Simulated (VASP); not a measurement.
# Al3B2P (Cmmm) in VASP: notebook

Runs on Al3B2P. Level: PBE. Tasks: relaxation of cell and atoms, single point.

Program: VASP 6.6.1. These are calculated values, not measurements. Logs are shortened: lines on timing, memory, paths and dates and some standing lists are left out, and cuts for length are marked.

## Step 1: The cell of the first run

The structure is orthorhombic, space group Cmmm (No. 65). The conventional cell has a = 7.696 Å, b = 8.543 Å, c = 3.733 Å, α = 90.00°, β = 90.00°, γ = 90.00°. Al (site symmetry m2m) has 2 B at 2.04 Å and 2 P at 2.37 Å and 2 Al at 2.80 to 2.93 Å within 3.0 Å. Within 3.8 Å of Al (site symmetry mmm) lie 4 Al at 2.80 to 3.73 Å and 4 B at 2.87 Å. B (site symmetry 2/m) has 2 Al at 2.04 Å within 2.7 Å. P (site symmetry mmm) has 4 Al at 2.37 Å within 3.1 Å.

The cell was generated, and may not be a known phase.

## Step 2: Relaxation of cell and atoms, PBE

Input file INCAR:

```
  ALGO = Normal
  EDIFF = 1E-6
  EDIFFG = -0.04
  ENCUT = 600
  GGA = PE
  IBRION = 2
  ISIF = 3
  ISMEAR = 0
  LASPH = True
  LCHARG = False
  LREAL = False
  LWAVE = False
  NELM = 60
  NSW = 90
  PREC = Accurate
  SIGMA = 0.1
```

Input file KPOINTS:

```
k-points
0
Gamma
  4 4 6
```

Input file POSCAR:

```
Al3B2P
1.0
    3.8482198167     -4.2714717853      0.0000000000
    3.8482198167      4.2714717853      0.0000000000
    0.0000000000      0.0000000000      3.7327490959
Al B P
3 2 1
Direct
    0.8283169460      0.1716830540      0.5000000000
    0.1716830540      0.8283169460      0.5000000000
    0.5000000000      0.5000000000      0.5000000000
    0.0000000000      0.5000000000      0.5000000000
    0.5000000000      0.0000000000      0.5000000000
    0.0000000000      0.0000000000      0.0000000000
```

Potentials or basis: VASP PAW PBE potentials, release 64 (Al, B, P).

Started as:

```sh
$ cat potpaw_PBE.64/Al/POTCAR potpaw_PBE.64/B/POTCAR potpaw_PBE.64/P/POTCAR > POTCAR
$ mpirun -np 1 vasp_std > vasp.out
```

OUTCAR:

```text
EDIFF = 1E-6
   EDIFFG = -0.04
   ENCUT = 600
   GGA = PE
   IBRION = 2
   ISIF = 3
   ISMEAR = 0
   LASPH = True
   LREAL = False
   NELM = 60
   NSW = 90
   PREC = Accurate

 ion  position               nearest neighbor table
   1  0.828  0.172  0.500-   4 2.04   5 2.04   6 2.37   6 2.37   3 2.80   2 2.93
   2  0.172  0.828  0.500-   4 2.04   5 2.04   6 2.37   6 2.37   3 2.80   1 2.93
   3  0.500  0.500  0.500-   1 2.80   2 2.80
   4  0.000  0.500  0.500-   1 2.04   2 2.04
   5  0.500  0.000  0.500-   1 2.04   2 2.04
   6  0.000  0.000  0.000-   1 2.37   2 2.37   1 2.37   2 2.37

  LATTYP: Found a base centered orthorhombic cell.
 ALAT       =     7.6964396334
 B/A-ratio  =     1.1099864324
 C/A-ratio  =     0.4849968653

  Lattice vectors:

 A1 = (   3.8482198167,  -4.2714717853,   0.0000000000)
 A2 = (   3.8482198167,   4.2714717853,   0.0000000000)
 A3 = (   0.0000000000,   0.0000000000,   3.7327490959)

Analysis of symmetry for initial positions (statically):
=====================================================================
 Subroutine PRICEL returns:
 Original cell was already a primitive cell.

 Routine SETGRP: Setting up the symmetry group for a
 base centered orthorhombic supercell.

 Subroutine GETGRP returns: Found  8 space group operations
 (whereof  8 operations were pure point group operations)
 out of a pool of  8 trial point group operations.

The static configuration has the point symmetry D_2h.

Analysis of symmetry for dynamics (positions and initial velocities):
=====================================================================
 Subroutine PRICEL returns:
 Original cell was already a primitive cell.

 Routine SETGRP: Setting up the symmetry group for a
 base centered orthorhombic supercell.

 Subroutine GETGRP returns: Found  8 space group operations
 (whereof  8 operations were pure point group operations)
 out of a pool of  8 trial point group operations.

The dynamic configuration has the point symmetry D_2h.

 Subroutine INISYM returns: Found  8 space group operations
 (whereof  8 operations are pure point group operations),
 and found     1 'primitive' translations

----------------------------------------------------------------------------------------

                                     Primitive cell

  volume of cell :     122.7146

  direct lattice vectors                    reciprocal lattice vectors
     3.848219817 -4.271471785  0.000000000     0.129930208 -0.117055672  0.000000000
     3.848219817  4.271471785  0.000000000     0.129930208  0.117055672  0.000000000
     0.000000000  0.000000000  3.732749096     0.000000000  0.000000000  0.267899067

  length of vectors
     5.749284040  5.749284040  3.732749096     0.174882501  0.174882501  0.267899067

  position of ions in fractional coordinates (direct lattice)
     0.828316946  0.171683054  0.500000000
     0.171683054  0.828316946  0.500000000
     0.500000000  0.500000000  0.500000000
     1.000000000  0.500000000  0.500000000
     0.500000000  1.000000000  0.500000000
     0.000000000  0.000000000  0.000000000

  ion indices of the primitive-cell ions
   primitive index   ion index
                 1           1
                 2           2
                 3           3
                 4           4
                 5           5
                 6           6

----------------------------------------------------------------------------------------

 KPOINTS: k-points

Automatic generation of k-mesh.
 Grid dimensions read from file:
 generate k-points for:    4    4    6

 Generating k-lattice:

  Cartesian coordinates                     Fractional coordinates (reciprocal lattice)
     0.032482552 -0.029263918  0.000000000     0.250000000 -0.000000000  0.000000000
     0.032482552  0.029263918  0.000000000    -0.000000000  0.250000000  0.000000000
     0.000000000  0.000000000  0.044649844     0.000000000  0.000000000  0.166666667

  Length of vectors
     0.043720625  0.043720625  0.044649844

  Shift w.r.t. Gamma in fractional coordinates (k-lattice)
     0.000000000  0.000000000  0.000000000

 Subroutine IBZKPT returns following result:
 ===========================================

 Found     28 irreducible k-points:

 Following reciprocal coordinates:
            Coordinates               Weight
  0.000000  0.000000  0.000000      1.000000
  0.250000  0.000000  0.000000      4.000000
  0.500000  0.000000  0.000000      2.000000
  0.250000  0.250000  0.000000      2.000000
  0.500000  0.250000  0.000000      4.000000
 -0.250000  0.250000  0.000000      2.000000
[... 16 lines left out ...]
  0.250000  0.000000  0.500000      4.000000
  0.500000  0.000000  0.500000      2.000000
 [... further k-points ...]
   k-points           NKPTS =     28   k-points in BZ     NKDIM =     28   number of bands    NBANDS=     14
   number of dos      NEDOS =    301   number of ions     NIONS =      6
   total plane-waves  NPLWV =  69120
[... 19 lines left out ...]
   IBRION =      2    ionic relax: 0-MD 1-quasi-New 2-CG
   NFREE  =      1    steps in history (QN), initial steepest desc. (CG)
   ISIF   =      3    stress and relaxation
   ISYM   =      2    0-nonsym 1-usesym 2-fastsym
   POTIM  = 0.5000    time-step for ionic-motion
   TEBEG  =    0.0;   TEEND  =   0.0 temperature during run
   PSTRESS=    0.0 pullay stress
   NELECT =      20.0000    total number of electrons
   NUPDOWN=      -1.0000    fix difference up-down
   EMIN   =  10.00;   EMAX   =-10.00  energy-range for DOS
   EFERMI =   0.00;   METHOD = LEGACY
   ISMEAR =     0;   SIGMA  =   0.10  broadening in eV -4-tet -1-fermi 0-gaus
   EFERMI_NEDOS =   21; number of points for ismear=-14 and -15
   IALGO  =     38    algorithm
   IMIX   =      4    mixing-type and parameters
     AMIX     =   0.40;   BMIX     =  1.00
     AMIX_MAG =   1.60;   BMIX_MAG =  1.00
  volume/ion in A,a.u.               =      20.45       138.02
  Fermi-wavevector in a.u.,A,eV,Ry     =   0.894237  1.689863 10.880039  0.799660
  Thomas-Fermi vector in A             =   2.016417
   LORBIT       =      0    0 simple, 1 ext, 2 COOP (PROOUT), +10 PAW based schemes
   GGA     = PE    functional components
   LHFCALC =     F    Hartree Fock is set to
   AEXX    =    0.0000 exact exchange contribution
   IVDW    =     0    specifies the selected vdW correction
   LEPSILON=     F    determine dielectric tensor
   LRPA    =     F    only Hartree local field effects (RPA)
 conjugate gradient relaxation of ions
 non-spin polarized calculation
 Gauss-broadening in eV      SIGMA  =   0.10
  energy-cutoff  :      600.00
  volume of cell :      122.71
 maximum number of plane-waves:      4130
 NGX is ok and might be reduce to    48
   NGX = 23   NGY = 23   NGZ = 15

--------------------------------------- Ionic step        1  -------------------------------------------

 number of electron      19.9999999 magnetization

 Free energy of the ion-electron system (eV)
  ---------------------------------------------------
  ext. energy  EPLUGINS =         0.00000000
  ---------------------------------------------------
  free energy    TOTEN  =       -23.70874763 eV

  energy without entropy =      -23.69148265  energy(sigma->0) =      -23.70011514

------------------------ aborting loop because EDIFF is reached ----------------------------------------

  FORCE on cell =-STRESS in cart. coord.  units (eV):
  Direction    XX          YY          ZZ          XY          YZ          ZX
  --------------------------------------------------------------------------------------
  -------------------------------------------------------------------------------------
  Total        0.1251846      0.5309117     -0.5325643      0.0000000      0.0000000      0.0000000
  in kB        1.6344266      6.9316501     -6.9532276      0.0000000      0.0000000      0.0000000
  external PRESSURE =       0.5376163 kB  Pullay stress =       0.0000000 kB
[... 185 lines left out ...]
  energy  without entropy=      -23.6989454173  energy(sigma->0) =      -23.70878881

--------------------------------------- Ionic step        6  -------------------------------------------

 number of electron      20.0000001 magnetization

 Free energy of the ion-electron system (eV)
  ---------------------------------------------------
  ext. energy  EPLUGINS =         0.00000000
  ---------------------------------------------------
  free energy    TOTEN  =       -23.71912001 eV

  energy without entropy =      -23.69921203  energy(sigma->0) =      -23.70916602

 E-fermi :   3.4018     XC(G=0):  -8.7254

 val. band max:        3.3711384184   @ k =   0.0000   0.0000   0.3333
 cond. band min:       3.4287596631   @ k =   0.5000   0.2500   0.5000
 fundamental gap:      0.0576212447
 Fermi energy:         3.4017941829

 k-point     1 :       0.0000    0.0000    0.0000
  band No.  band energies     occupation
      1      -8.3741      2.00000
      2      -4.0703      2.00000
      3      -2.9891      2.00000
      4      -2.8228      2.00000
      5      -0.3570      2.00000
      6       0.7247      2.00000
      7       0.8034      2.00000
      8       0.9906      2.00000
      9       2.0292      2.00000
     10       4.3393      0.00000
     11       4.9798      0.00000
     12       5.0546      0.00000
     13       5.2416      0.00000
     14       5.6633      0.00000
[... 375 lines left out ...]
 k-point    24 :       0.5000    0.0000    0.5000
  band No.  band energies     occupation
      1      -6.8131      2.00000
      2      -4.4877      2.00000
      3      -3.6474      2.00000
      4      -1.6600      2.00000
      5      -0.6547      2.00000
      6       0.2037      2.00000
      7       0.7749      2.00000
      8       0.9166      2.00000
      9       1.5222      2.00000
     10       2.4261      2.00000
     11       3.3520      1.51857
     12       3.5145      0.11080
     13       5.1314      0.00000
     14       5.4299      0.00000

 [... further k-points ...]

------------------------ aborting loop because EDIFF is reached ----------------------------------------

  FORCE on cell =-STRESS in cart. coord.  units (eV):
  Direction    XX          YY          ZZ          XY          YZ          ZX
  --------------------------------------------------------------------------------------
  -------------------------------------------------------------------------------------
  Total        0.1184115     -0.0632989     -0.0782115      0.0000000      0.0000000      0.0000000
  in kB        1.5483411     -0.8276922     -1.0226887      0.0000000      0.0000000      0.0000000
  external PRESSURE =      -0.1006800 kB  Pullay stress =       0.0000000 kB
[... 21 lines left out ...]
  FREE ENERGIE OF THE ION-ELECTRON SYSTEM (eV)
  ---------------------------------------------------
  free  energy   TOTEN  =       -23.7191200123 eV

  energy  without entropy=      -23.6992120332  energy(sigma->0) =      -23.70916602

 reached required accuracy - stopping structural energy minimisation
```

Wall time 5.7 min (1 thread of Intel Xeon 8259CL, shared host); peak memory 0.25 GiB.

Results:

| Item | Value |
| --- | --- |
| Free energy | -23.7191 eV |
| Relaxed volume | 20.42 Å³/atom |
| Relaxed cell | a = 5.808 Å, b = 5.808 Å, c = 3.660 Å, α = 90.00°, β = 90.00°, γ = 96.97° |
| Space group after relaxing (to 0.1 Å) | Cmmm (No. 65) |
| Energy gained by relaxing | 1.7 meV/atom |
| Ionic steps | 6 |
| Pressure after relaxing | 0.0 GPa |
| Largest force after relaxing | 0.040 eV/Å |
| Band gap on the k mesh | zero (bands 10 and 11 overlap by 1.85 eV) |

Forces in eV/Å, atoms in the order of the input:
```
Al   0.000  0.040  0.000
Al   0.000 -0.040  0.000
Al   0.000  0.000  0.000
B    0.000  0.000  0.000
B    0.000  0.000  0.000
P    0.000  0.000  0.000
```

Step by step:
```tsv
step	energy change (eV)	largest force (eV/Å)	pressure (GPa)	volume (Å³)
1	0.0000	0.0534	0.05	122.71
2	-0.0041	0.0064	-0.06	122.83
3	-0.0076	0.1284	-0.26	123.07
4	-0.0098	0.0685	-0.02	122.63
5	-0.0099	0.0575	0.02	122.55
6	-0.0104	0.0396	-0.01	122.53
```

Final structure:
```xyz
6
Lattice="3.8493 -4.3488 0.0000 3.8493 4.3488 0.0000 0.0000 0.0000 3.6598" Properties=species:S:1:pos:R:3 pbc="T T T"
Al    3.8493   -2.8565    1.8299
Al    3.8493    2.8565    1.8299
Al    3.8493    0.0000    1.8299
B     1.9247    2.1744    1.8299
B     1.9247   -2.1744    1.8299
P     3.8493    4.3488    0.0000
```

Levels at points of the mesh, in eV from the Fermi level:
```csv
k point,band 8,band 9,band 10,band 11,band 12,band 13
"(0.00, 0.00, 0.00)",-2.41,-1.37,0.94,1.58,1.65,1.84
"(0.50, 0.00, 0.00)",-1.64,-1.17,0.31,1.28,1.92,2.11
"(0.50, 0.50, 0.00)",-1.63,-0.90,0.54,1.04,1.62,1.65
"(0.00, 0.00, 0.50)",-1.93,-1.18,-1.12,-0.91,-0.78,-0.45
"(0.50, 0.00, 0.50)",-2.49,-1.88,-0.98,-0.05,0.11,1.73
"(0.50, 0.50, 0.50)",-1.17,-0.81,-0.75,0.79,1.04,1.63
```

## Step 3: Single point, PBE

This run uses another cell than the first one, of 20.38 Å³/atom.

Input file INCAR:

```
SYSTEM = Al3B2P
PREC = Accurate ; ENCUT = 520
EDIFF = 1E-6 ; ISMEAR = 0
SIGMA = 0.1 ; LREAL = .False.
LASPH = .True. ; NELM = 60
ALGO = Normal ; ISIF = 2
LWAVE = .False. ; LCHARG = .True.
GGA = PE ; LELF = .True.
LVHAR = .True. ; NBANDS = 19
```

Input file KPOINTS:

```
Automatic mesh
0
Gamma
  8 8 10
  0 0 0
```

Input file POSCAR:

```
Al3B2P
1.0
    3.8582191315     -4.3575488651      0.0000000000
    3.8582191315      4.3575488651      0.0000000000
    0.0000000000      0.0000000000      3.6366414505
Al B P
3 2 1
Direct
    0.8274086677      0.1725913323      0.5000000000
    0.1725913323      0.8274086677      0.5000000000
    0.5000000000      0.5000000000      0.5000000000
    0.0000000000      0.5000000000      0.5000000000
    0.5000000000      0.0000000000      0.5000000000
    0.0000000000      0.0000000000      0.0000000000
```

Potentials or basis: VASP PAW PBE potentials, release 64 (Al, B, P).

Started as:

```sh
$ cat potpaw_PBE.64/Al/POTCAR potpaw_PBE.64/B/POTCAR potpaw_PBE.64/P/POTCAR > POTCAR
$ mpirun -np 1 vasp_std > vasp.out
```

Wall time 9 min (1 thread of Intel Xeon 8259CL, shared host); peak memory 0.39 GiB.

Results (log left out):

* Free energy: -23.7313 eV
* Pressure: -0.1 GPa
* Largest force: 0.010 eV/Å
* Band gap on the k mesh: zero (bands 10 and 11 overlap by 1.85 eV)

Forces in eV/Å, atoms in the order of the input:
```
Al   0.000 -0.010  0.000
Al   0.000  0.010  0.000
Al   0.000  0.000  0.000
B    0.000  0.000  0.000
B    0.000  0.000  0.000
P    0.000  0.000  0.000
```

Levels at points of the mesh, in eV from the Fermi level:
```csv
k point,band 7,band 8,band 9,band 10,band 11,band 12,band 13,band 14
"(0.00, 0.00, 0.00)",-2.61,-2.30,-1.39,0.96,1.60,1.75,1.91,2.31
"(0.50, 0.00, 0.00)",-2.20,-1.64,-1.15,0.30,1.36,2.02,2.12,2.19
"(0.50, 0.50, 0.00)",-2.11,-1.65,-0.90,0.54,1.11,1.61,1.69,2.05
"(0.00, 0.00, 0.50)",-2.02,-1.90,-1.16,-1.08,-0.89,-0.77,-0.47,1.65
"(0.50, 0.00, 0.50)",-2.58,-2.47,-1.86,-0.99,-0.02,0.12,1.71,2.05
"(0.50, 0.50, 0.50)",-2.28,-1.17,-0.78,-0.74,0.77,1.05,1.62,1.93
```

## Step 4: Relaxation of cell and atoms, PBE

This run uses another cell than the first one, of 20.38 Å³/atom.

Input file INCAR:

```
SYSTEM = Al3B2P
ALGO     = Normal         ! electronic algorithm
EDIFF    = 1E-6           ! SCF threshold, eV
EDIFFG   = -0.01          ! ionic threshold
ENCUT    = 600            ! plane-wave cutoff, eV
GGA      = PE             ! functional
IBRION   = 2              ! ionic algorithm
ISIF     = 3              ! what is computed and relaxed
ISMEAR   = 0              ! smearing method
LASPH    = .TRUE.         ! aspherical terms in the spheres
LCHARG   = .FALSE.        ! write CHGCAR
LREAL    = .FALSE.        ! projectors in reciprocal space
LWAVE    = .FALSE.        ! write WAVECAR
NELM     = 80             ! most SCF steps
NSW      = 100            ! ionic steps
PREC     = Accurate       ! precision mode
SIGMA    = 0.1            ! smearing width, eV
```

Input file KPOINTS:

```
k-points
0
G
  8 8 10
  0 0 0
```

Input file POSCAR:

```
Al3B2P
1.0
    3.8559701750     -4.3492170775      0.0000000000
    3.8559701750      4.3492170775      0.0000000000
    0.0000000000      0.0000000000      3.6459635221
Al B P
3 2 1
Direct
    0.8275928887      0.1724071113      0.5000000000
    0.1724071113      0.8275928887      0.5000000000
    0.5000000000      0.5000000000      0.5000000000
    0.0000000000      0.5000000000      0.5000000000
    0.5000000000      0.0000000000      0.5000000000
    0.0000000000      0.0000000000      0.0000000000
```

Started as:

```sh
$ cat potpaw_PBE.64/Al/POTCAR potpaw_PBE.64/B/POTCAR potpaw_PBE.64/P/POTCAR > POTCAR
$ mpirun -np 1 vasp_std > vasp.out
```

Wall time 9.9 min (1 thread of Intel Xeon 8259CL, shared host); peak memory 0.42 GiB.

Results (log left out):

| Property | Result |
| --- | --- |
| Free energy | -23.7324 eV |
| Relaxed volume | 20.37 Å³/atom |
| Relaxed cell | a = 5.813 Å, b = 5.813 Å, c = 3.643 Å, α = 90.00°, β = 90.00°, γ = 96.89° |
| Space group after relaxing (to 0.1 Å) | Cmmm (No. 65) |
| Energy gained by relaxing | 0.0 meV/atom |
| Ionic steps | 2 |
| Pressure after relaxing | 0.0 GPa |
| Band gap on the k mesh | zero (bands 10 and 11 overlap by 1.85 eV) |

Forces on the atoms (eV/Å):
```
Al   0.000  0.003  0.000
Al   0.000 -0.003  0.000
Al   0.000  0.000  0.000
B    0.000  0.000  0.000
B    0.000  0.000  0.000
P    0.000  0.000  0.000
```

Stress tensor (GPa, compression positive):
```
-0.01  0.00  0.00
 0.00  0.05  0.00
 0.00  0.00 -0.07
```

Final structure:
```yaml
crystal:
  lattice:
    - [3.85625, -4.35029, 0.00000]
    - [3.85625, 4.35029, 0.00000]
    - [0.00000, 0.00000, 3.64310]
  atoms:
    - { symbol: Al, position: [0.82764, 0.17236, 0.50000] }
    - { symbol: Al, position: [0.17236, 0.82764, 0.50000] }
    - { symbol: Al, position: [0.50000, 0.50000, 0.50000] }
    - { symbol: B, position: [0.00000, 0.50000, 0.50000] }
    - { symbol: B, position: [0.50000, 0.00000, 0.50000] }
    - { symbol: P, position: [0.00000, 0.00000, 0.00000] }
```

Levels at points of the mesh, in eV from the Fermi level:
| k point | band 8 | band 9 | band 10 | band 11 | band 12 | band 13 |
| --- | --- | --- | --- | --- | --- | --- |
| (0.00, 0.00, 0.00) | -2.33 | -1.39 | 0.96 | 1.60 | 1.72 | 1.89 |
| (0.50, 0.00, 0.00) | -1.64 | -1.15 | 0.31 | 1.34 | 1.99 | 2.13 |
| (0.50, 0.50, 0.00) | -1.64 | -0.90 | 0.54 | 1.09 | 1.62 | 1.68 |
| (0.00, 0.00, 0.50) | -1.91 | -1.17 | -1.08 | -0.89 | -0.78 | -0.46 |
| (0.50, 0.00, 0.50) | -2.48 | -1.87 | -0.98 | -0.02 | 0.12 | 1.72 |
| (0.50, 0.50, 0.50) | -1.17 | -0.78 | -0.73 | 0.79 | 1.05 | 1.62 |

## Step 5: Overview

| task | cell | k mesh | cutoff (eV) | gap on the mesh (eV) | pressure (GPa) | relaxed volume (Å³/atom) | largest force (eV/Å) |
| --- | --- | --- | --- | --- | --- | --- | --- |
| relaxation of cell and atoms | relaxed from a = 5.749, b = 5.749, c = 3.733 Å, angles 90.0, 90.0, 96.0°, 6 atoms, atomic positions A | 4 × 4 × 6 | 600 | none | 0.0 | 20.42 | 0.04 |
| single point | a = 5.820, b = 5.820, c = 3.637 Å, angles 90.0, 90.0, 97.0°, 6 atoms, atomic positions B | 8 × 8 × 10 | 520 | none | -0.1 | - | 0.01 |
| relaxation of cell and atoms | relaxed from a = 5.812, b = 5.812, c = 3.646 Å, angles 90.0, 90.0, 96.9°, 6 atoms, atomic positions C | 8 × 8 × 10 | 600 | none | 0.0 | 20.37 | - |

Alike in all rows: level PBE; potentials or basis VASP PAW PBE potentials, release 64 (Al, B, P); no spin polarisation; smearing gaussian 0.1 eV.

Absolute energies hang on the potentials; compare differences alone.

The gap in the log of VASP goes by the Fermi energy; the results here count the filled bands.